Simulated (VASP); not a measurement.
# AlGa2Sb3 (P3m1) in VASP: single point with PBE

Aim: the single point of AlGa2Sb3 with PBE.

All numbers are computed with VASP 6.6.1; they aren't measurements. Logs are shortened: lines on timing, memory, paths and dates and some standing lists are left out, and cuts for length are marked.

## (1) The cell of the first run

Symmetry: P3m1, No. 156, trigonal system. The conventional cell has a = 4.397 Å, b = 4.397 Å, c = 10.767 Å, α = 90.00°, β = 90.00°, γ = 120.00°. Within 3.5 Å of Al (site symmetry 3m) lie 4 Sb at 2.69 to 2.70 Å. Ga (site symmetry 3m) has 4 Sb at 2.69 Å within 3.5 Å. Within 3.5 Å of Ga (site symmetry 3m) lie 4 Sb at 2.69 to 2.70 Å. Within 3.5 Å of Sb (site symmetry 3m) lie 4 Ga at 2.69 Å. Sb (site symmetry 3m) has 3 Ga at 2.69 Å and 1 Al at 2.70 Å within 3.6 Å. Within 3.5 Å of Sb (site symmetry 3m) lie 3 Al at 2.69 Å and 1 Ga at 2.70 Å.

## (2) Single point, PBE

File INCAR:

```
PREC = Accurate
ENCUT = 520
EDIFF = 1E-6
ISMEAR = 0
SIGMA = 0.01
LREAL = F
LASPH = T
NELM = 60
ALGO = Normal
ISIF = 2
LWAVE = F
LCHARG = T
GGA = PE
LELF = T
LVHAR = T
NBANDS = 31
```

File KPOINTS:

```
Automatic mesh
0
Gamma
  12 12 4
```

File POSCAR:

```
AlGa2Sb3
1.0
    4.3973969260      0.0000000000      0.0000000000
   -2.1986984630      3.8082574485      0.0000000000
    0.0000000000      0.0000000000     10.7670820137
Al Ga Sb
1 2 3
Direct
    0.3333333333      0.6666666667      0.4163302894
    0.0000000000      0.0000000000      0.7504282770
    0.6666666667      0.3333333333      0.0829757519
    0.0000000000      0.0000000000     -0.0000118289
    0.3333333333      0.6666666667      0.6669497631
    0.6666666667      0.3333333333      0.3333277474
```

Potentials or basis: VASP PAW PBE potentials, release 64 (Al, Ga_d, Sb).

On the command line:

```sh
cat potpaw_PBE.64/Al/POTCAR potpaw_PBE.64/Ga_d/POTCAR potpaw_PBE.64/Sb/POTCAR > POTCAR
mpirun -np 1 vasp_std > vasp.out
```

OUTCAR:

```text
PREC = Accurate
   ENCUT = 520
   EDIFF = 1E-6
   ISMEAR = 0
   LREAL = F
   LASPH = T
   NELM = 60
   ISIF = 2
   GGA = PE

 ion  position               nearest neighbor table
   1  0.333  0.667  0.416-   6 2.69   6 2.69   6 2.69   5 2.70
   2  0.000  0.000  0.750-   4 2.69   5 2.69   5 2.69   5 2.69
   3  0.667  0.333  0.083-   4 2.69   4 2.69   4 2.69   6 2.70
   4  0.000  0.000  1.000-   2 2.69   3 2.69   3 2.69   3 2.69
   5  0.333  0.667  0.667-   2 2.69   2 2.69   2 2.69   1 2.70
   6  0.667  0.333  0.333-   1 2.69   1 2.69   1 2.69   3 2.70

  LATTYP: Found a hexagonal cell.
 ALAT       =     4.3973969260
 C/A-ratio  =     2.4485126530

  Lattice vectors:

 A1 = (   4.3973969260,   0.0000000000,   0.0000000000)
 A2 = (  -2.1986984630,   3.8082574485,   0.0000000000)
 A3 = (   0.0000000000,   0.0000000000,  10.7670820137)

Analysis of symmetry for initial positions (statically):
=====================================================================
 Subroutine PRICEL returns:
 Original cell was already a primitive cell.

 Routine SETGRP: Setting up the symmetry group for a
 hexagonal supercell.

 Subroutine GETGRP returns: Found  6 space group operations
 (whereof  6 operations were pure point group operations)
 out of a pool of 24 trial point group operations.

The static configuration has the point symmetry C_3v.

Analysis of symmetry for dynamics (positions and initial velocities):
=====================================================================
 Subroutine PRICEL returns:
 Original cell was already a primitive cell.

 Routine SETGRP: Setting up the symmetry group for a
 hexagonal supercell.

 Subroutine GETGRP returns: Found  6 space group operations
 (whereof  6 operations were pure point group operations)
 out of a pool of 24 trial point group operations.

The dynamic configuration has the point symmetry C_3v.

 Subroutine INISYM returns: Found  6 space group operations
 (whereof  6 operations are pure point group operations),
 and found     1 'primitive' translations

----------------------------------------------------------------------------------------

                                     Primitive cell

  volume of cell :     180.3101

  direct lattice vectors                    reciprocal lattice vectors
     4.397396926  0.000000000  0.000000000     0.227407263  0.131293645  0.000000000
    -2.198698463  3.808257449  0.000000000     0.000000000  0.262587289  0.000000000
     0.000000000  0.000000000 10.767082014     0.000000000  0.000000000  0.092875674

  length of vectors
     4.397396926  4.397396926 10.767082014     0.262587289  0.262587289  0.092875674

  position of ions in fractional coordinates (direct lattice)
     0.333333333  0.666666667  0.416330289
     0.000000000  0.000000000  0.750428277
     0.666666667  0.333333333  0.082975752
     0.000000000  0.000000000  0.999988171
     0.333333333  0.666666667  0.666949763
     0.666666667  0.333333333  0.333327747

  ion indices of the primitive-cell ions
   primitive index   ion index
                 1           1
                 2           2
                 3           3
                 4           4
                 5           5
                 6           6

----------------------------------------------------------------------------------------

 KPOINTS: Automatic mesh

Automatic generation of k-mesh.
 Grid dimensions read from file:
 generate k-points for:   12   12    4

 Generating k-lattice:

  Cartesian coordinates                     Fractional coordinates (reciprocal lattice)
     0.018950605  0.010941137  0.000000000     0.083333333 -0.000000000  0.000000000
     0.000000000  0.021882274  0.000000000     0.000000000  0.083333333  0.000000000
     0.000000000  0.000000000  0.023218919     0.000000000  0.000000000  0.250000000

  Length of vectors
     0.021882274  0.021882274  0.023218919

  Shift w.r.t. Gamma in fractional coordinates (k-lattice)
     0.000000000  0.000000000  0.000000000

 Subroutine IBZKPT returns following result:
 ===========================================

 Found     69 irreducible k-points:

 Following reciprocal coordinates:
            Coordinates               Weight
  0.000000  0.000000  0.000000      1.000000
  0.083333  0.000000  0.000000      6.000000
  0.166667  0.000000  0.000000      6.000000
  0.250000 -0.000000  0.000000      6.000000
  0.333333 -0.000000  0.000000      6.000000
  0.416667  0.000000  0.000000      6.000000
[... 16 lines left out ...]
  0.166667  0.000000  0.250000      6.000000
  0.000000  0.166667  0.250000      6.000000
 [... further k-points ...]
   k-points           NKPTS =     69   k-points in BZ     NKDIM =     69   number of bands    NBANDS=     31
   number of dos      NEDOS =    301   number of ions     NIONS =      6
   total plane-waves  NPLWV = 103680
   dimension x,y,z NGX =    36 NGY =   36 NGZ =   80
   dimension x,y,z NGXF=    72 NGYF=   72 NGZF=  160
   ions per type =               1   2   3
   NGX,Y,Z   is equivalent  to a cutoff of  13.61, 13.61, 12.35 a.u.
   NGXF,Y,Z  is equivalent  to a cutoff of  27.22, 27.22, 24.70 a.u.
 SYSTEM =  unknown system
   PREC   = accura    normal or accurate (medium, high low for compatibility)
   ISTART =      0    job   : 0-new  1-cont  2-samecut
   ICHARG =      2    charge: 1-file 2-atom 10-const
   ISPIN  =      1    spin polarized calculation?
   LNONCOLLINEAR =      F non collinear calculations
   LSORBIT =      F    spin-orbit coupling
   LASPH  =      T    aspherical Exc in radial PAW
   ENCUT  =  520.0 eV  38.22 Ry    6.18 a.u.   8.18  8.18 20.02*2*pi/ulx,y,z
   NELM   =     60;   NELMIN=  2; NELMDL= -5     # of ELM steps
   EDIFF  = 0.1E-05   stopping-criterion for ELM
   LREAL  =      F    real-space projection
   EDIFFG = 0.1E-04   stopping-criterion for IOM
   NSW    =      0    number of steps for IOM
   IBRION =     -1    ionic relax: 0-MD 1-quasi-New 2-CG
   NFREE  =      0    steps in history (QN), initial steepest desc. (CG)
   ISIF   =      2    stress and relaxation
   ISYM   =      2    0-nonsym 1-usesym 2-fastsym
   POTIM  = 0.5000    time-step for ionic-motion
   TEBEG  =    0.0;   TEEND  =   0.0 temperature during run
   PSTRESS=    0.0 pullay stress
   NELECT =      44.0000    total number of electrons
   NUPDOWN=      -1.0000    fix difference up-down
   EMIN   =  10.00;   EMAX   =-10.00  energy-range for DOS
   EFERMI =   0.00;   METHOD = LEGACY
   ISMEAR =     0;   SIGMA  =   0.01  broadening in eV -4-tet -1-fermi 0-gaus
   EFERMI_NEDOS =   21; number of points for ismear=-14 and -15
   IALGO  =     38    algorithm
   IMIX   =      4    mixing-type and parameters
     AMIX     =   0.40;   BMIX     =  1.00
     AMIX_MAG =   1.60;   BMIX_MAG =  1.00
  volume/ion in A,a.u.               =      30.05       202.80
  Fermi-wavevector in a.u.,A,eV,Ry     =   1.023024  1.933235 14.239553  1.046578
  Thomas-Fermi vector in A             =   2.156735
   LORBIT       =      0    0 simple, 1 ext, 2 COOP (PROOUT), +10 PAW based schemes
   GGA     = PE    functional components
   LHFCALC =     F    Hartree Fock is set to
   AEXX    =    0.0000 exact exchange contribution
   IVDW    =     0    specifies the selected vdW correction
   LEPSILON=     F    determine dielectric tensor
   LRPA    =     F    only Hartree local field effects (RPA)
 non-spin polarized calculation
 Gauss-broadening in eV      SIGMA  =   0.01
  energy-cutoff  :      520.00
  volume of cell :      180.31
 maximum number of plane-waves:      4907
 NGX is ok and might be reduce to    36
   NGX = 17   NGY = 17   NGZ = 41

 number of electron      44.0000001 magnetization

 Free energy of the ion-electron system (eV)
  ---------------------------------------------------
  ext. energy  EPLUGINS =         0.00000000
  ---------------------------------------------------
  free energy    TOTEN  =       -22.95042810 eV

  energy without entropy =      -22.95042810  energy(sigma->0) =      -22.95042810

 E-fermi :   4.4372     XC(G=0):  -8.7513

 val. band max:        4.4077920227   @ k =   0.0000   0.0000   0.0000
 cond. band min:       4.4655513647   @ k =   0.0000   0.0000   0.0000
 fundamental gap:      0.0577593421
 Fermi energy:         4.4372411566

 k-point     1 :       0.0000    0.0000    0.0000
  band No.  band energies     occupation
      1     -10.4637      2.00000
      2     -10.4515      2.00000
      3     -10.4442      2.00000
      4     -10.4442      2.00000
      5     -10.4387      2.00000
      6     -10.4387      2.00000
[... 23 lines left out ...]
     30       8.0715      0.00000
     31       8.2513      0.00000

 k-point     2 :       0.0833    0.0000    0.0000
  band No.  band energies     occupation
      1     -10.4644      2.00000
      2     -10.4518      2.00000
      3     -10.4447      2.00000
      4     -10.4435      2.00000
      5     -10.4382      2.00000
      6     -10.4379      2.00000
[... 23 lines left out ...]
     30       8.1373      0.00000
     31       8.2599      0.00000

 k-point     3 :       0.1667    0.0000    0.0000
  band No.  band energies     occupation
      1     -10.4667      2.00000
      2     -10.4532      2.00000
      3     -10.4457      2.00000
      4     -10.4415      2.00000
      5     -10.4366      2.00000
      6     -10.4358      2.00000
[... 23 lines left out ...]
     30       8.4053      0.00000
     31       8.5034      0.00000

 k-point     4 :       0.2500   -0.0000    0.0000
  band No.  band energies     occupation
      1     -10.4704      2.00000
      2     -10.4561      2.00000
      3     -10.4456      2.00000
      4     -10.4391      2.00000
      5     -10.4343      2.00000
      6     -10.4330      2.00000
[... 23 lines left out ...]
     30       9.0468      0.00000
     31       9.1525      0.00000

 k-point     5 :       0.3333   -0.0000    0.0000
  band No.  band energies     occupation
      1     -10.4743      2.00000
      2     -10.4599      2.00000
      3     -10.4446      2.00000
      4     -10.4367      2.00000
      5     -10.4320      2.00000
      6     -10.4304      2.00000
[... 23 lines left out ...]
     30       9.2214      0.00000
     31       9.4820      0.00000
[... 542 lines left out ...]
     30       8.1369      0.00000
     31       8.2349      0.00000

 k-point    22 :       0.0000    0.0833    0.2500
  band No.  band energies     occupation
      1     -10.4644      2.00000
      2     -10.4518      2.00000
      3     -10.4447      2.00000
      4     -10.4435      2.00000
      5     -10.4382      2.00000
      6     -10.4379      2.00000
[... 23 lines left out ...]
     30       7.9564      0.00000
     31       8.1866      0.00000

 k-point    23 :       0.1667    0.0000    0.2500
  band No.  band energies     occupation
      1     -10.4667      2.00000
      2     -10.4532      2.00000
      3     -10.4457      2.00000
      4     -10.4415      2.00000
      5     -10.4366      2.00000
      6     -10.4358      2.00000
[... 23 lines left out ...]
     30       8.5219      0.00000
     31       8.7434      0.00000

 k-point    24 :       0.0000    0.1667    0.2500
  band No.  band energies     occupation
      1     -10.4667      2.00000
      2     -10.4532      2.00000
      3     -10.4456      2.00000
      4     -10.4416      2.00000
      5     -10.4366      2.00000
      6     -10.4358      2.00000
[... 23 lines left out ...]
     30       8.4748      0.00000
     31       8.5003      0.00000

 [... further k-points ...]

------------------------ aborting loop because EDIFF is reached ----------------------------------------

  FORCE on cell =-STRESS in cart. coord.  units (eV):
  Direction    XX          YY          ZZ          XY          YZ          ZX
  --------------------------------------------------------------------------------------
  -------------------------------------------------------------------------------------
  Total        0.1042793      0.1042793      0.1094546      0.0000000      0.0000000      0.0000000
  in kB        0.9265921      0.9265921      0.9725785      0.0000000      0.0000000      0.0000000
  external PRESSURE =       0.9419209 kB  Pullay stress =       0.0000000 kB

 VOLUME and BASIS-vectors are now :
 -----------------------------------------------------------------------------
  energy-cutoff  :      520.00
  volume of cell :      180.31
      direct lattice vectors                 reciprocal lattice vectors
     4.397396926  0.000000000  0.000000000     0.227407263  0.131293645  0.000000000
    -2.198698463  3.808257449  0.000000000     0.000000000  0.262587289  0.000000000
     0.000000000  0.000000000 10.767082014     0.000000000  0.000000000  0.092875674

 POSITION                                       TOTAL-FORCE (eV/Angst)
 -----------------------------------------------------------------------------------
     -0.00000      2.53884      4.48266        -0.000000      0.000000      0.004048
      0.00000      0.00000      8.07992        -0.000000     -0.000000      0.002648
      2.19870      1.26942      0.89341         0.000000     -0.000000     -0.001916
      0.00000      0.00000     10.76695         0.000000      0.000000      0.000568
     -0.00000      2.53884      7.18110        -0.000000      0.000000      0.005738
      2.19870      1.26942      3.58897         0.000000      0.000000     -0.011086
 -----------------------------------------------------------------------------------
    total drift:                                0.000001     -0.000001     -0.001014

  FREE ENERGIE OF THE ION-ELECTRON SYSTEM (eV)
  ---------------------------------------------------
  free  energy   TOTEN  =       -22.9504281021 eV

  energy  without entropy=      -22.9504280955  energy(sigma->0) =      -22.95042810
```

It took 6.3 min on 1 thread of Oxide Virtual Turin-like, shared host; peak memory 0.51 GiB.

Results:

| Item | Value |
| --- | --- |
| Free energy | -22.9504 eV |
| Pressure | 0.1 GPa |
| Largest force | 0.011 eV/Å |
| Band gap on the k mesh | 0.06 eV, direct |

Forces on the atoms (eV/Å):
```
Al   0.000  0.000  0.004
Ga   0.000  0.000  0.003
Ga   0.000  0.000 -0.002
Sb   0.000  0.000  0.001
Sb   0.000  0.000  0.006
Sb   0.000  0.000 -0.011
```

Levels at points of the mesh, in eV from the valence-band top:
```
           k point  band 20  band 21  band 22  band 23  band 24  band 25
(0.00, 0.00, 0.00)    -0.03     0.00     0.00     0.06     0.59     1.22
(0.50, 0.00, 0.00)    -2.26    -1.47    -1.41     1.08     1.29     1.70
(0.00, 0.00, 0.50)    -0.43    -0.27    -0.27     0.50     0.94     1.53
(0.50, 0.00, 0.50)    -2.05    -1.02    -1.01     0.57     1.39     1.50
```

Caveat: spin-orbit coupling is left out, which moves the levels of the heavy elements.
